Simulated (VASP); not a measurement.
Runs of VASP 6.6.1 on PbO. The structure is that of space group P4/nmm (No. 129), or close to it. The cells are those of the table. 

```tsv
task	potentials or basis	cell	cutoff (eV)	gap on the mesh (eV)	pressure (GPa)	largest force (eV/Å)
single point	VASP PAW LDA potentials, release 64 (Pb_d, O)	a = 3.961, b = 3.961, c = 5.005 Å, 4 atoms	520	1.43	-0.8	0.05
single point	VASP PAW LDA potentials, release 64 (Pb_d, O)	a = 4.052, b = 4.052, c = 5.120 Å, 4 atoms	520	1.52	-5.9	0.83
single point	VASP PAW LDA potentials, release 64 (Pb_d, O)	a = 3.974, b = 3.974, c = 5.072 Å, 4 atoms	520	1.44	-2.3	0.27
electric field gradients	VASP PAW LDA potentials, release 64 (Pb_d, O_h)	a = 3.974, b = 3.974, c = 5.022 Å, 4 atoms	910	1.45	-1.7	0.10
single point	VASP PAW LDA potentials, release 64 (Pb_d, O)	a = 3.974, b = 3.974, c = 4.972 Å, 4 atoms	520	1.45	-0.9	0.08
electric field gradients	VASP PAW LDA potentials, release 64 (Pb_d, O)	a = 3.921, b = 3.921, c = 4.954 Å, 4 atoms	520	1.38	2.1	0.50
single point	VASP PAW LDA potentials, release 64 (Pb_d, O)	a = 3.974, b = 3.974, c = 4.922 Å, 4 atoms	520	1.46	(a)	0.26
single point	VASP PAW LDA potentials, release 64 (Pb_d, O)	a = 3.974, b = 3.974, c = 5.122 Å, 4 atoms	520	1.43	(b)	0.45
```

Alike in all rows: level LDA; no spin polarisation; k mesh 7 × 7 × 6; smearing fermi-dirac 0.03 eV.

Task: Fill in the values left out.

Result: (a) -0.1; (b) -3.0.

Caveats: spin-orbit coupling is left out, which moves the levels of the heavy elements; an odd mesh through Γ misses points on the zone boundary, where band edges can lie; the cell stands under tension (at least some runs); the cutoff is under 1.25 times the usual one of these potentials, so pressure, stress and relaxed cells hold a basis-set (Pulay) error (at least some runs).

A k mesh can miss the band edges, and the runs leave out spin-orbit coupling on Pb.
